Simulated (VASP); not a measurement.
ZrB, 2 atoms in the cell. The structure is tetragonal, space group I4mm (No. 107). Conventional cell: a = 3.288 Å, b = 3.288 Å, c = 4.650 Å, α = 90.00°, β = 90.00°, γ = 90.00°. Within 2.7 Å of Zr (site symmetry 4mm) lie 6 B at 2.01 to 2.64 Å. Within 2.7 Å of B (site symmetry 4mm) lie 6 Zr at 2.01 to 2.64 Å.  This cell differs from its parent crystal: all B atoms moved +0.312 Å, as atom 2 towards its neighbour atom 1 (Zr) at 2.325 Å.

```yaml
Program: VASP 6.6.1
Task: single point
Functional: PBEsol
Potentials_or_basis: VASP PAW PBE potentials, release 64 (Zr_sv, B)
Cutoff: 520 eV
k_mesh: 18 × 18 × 18
Occupations: gaussian, width 0.15 eV
Spin: no spin polarisation
Dipole_correction: no
Further_INCAR_settings: ALGO = Normal; EDIFF = 1e-06; NBANDS = 14
```

Potentials or basis: VASP PAW PBE potentials, release 64 (Zr_sv, B).

Launch:

```sh
$ cat potpaw_PBE.64/Zr_sv/POTCAR potpaw_PBE.64/B/POTCAR > POTCAR
$ mpirun -np 1 vasp_std > vasp.out
```

Hardware: 1 thread of Intel(R) Xeon(R) 6975P-C (Granite Rapids), with other jobs on the host.

Question: Estimate the wall time of this run.

Answer: Run time: 37 s on 1 thread of Intel(R) Xeon(R) 6975P-C (Granite Rapids) (shared host), peak memory 0.28 GiB. Counts: scf iterations 12, k points 480.
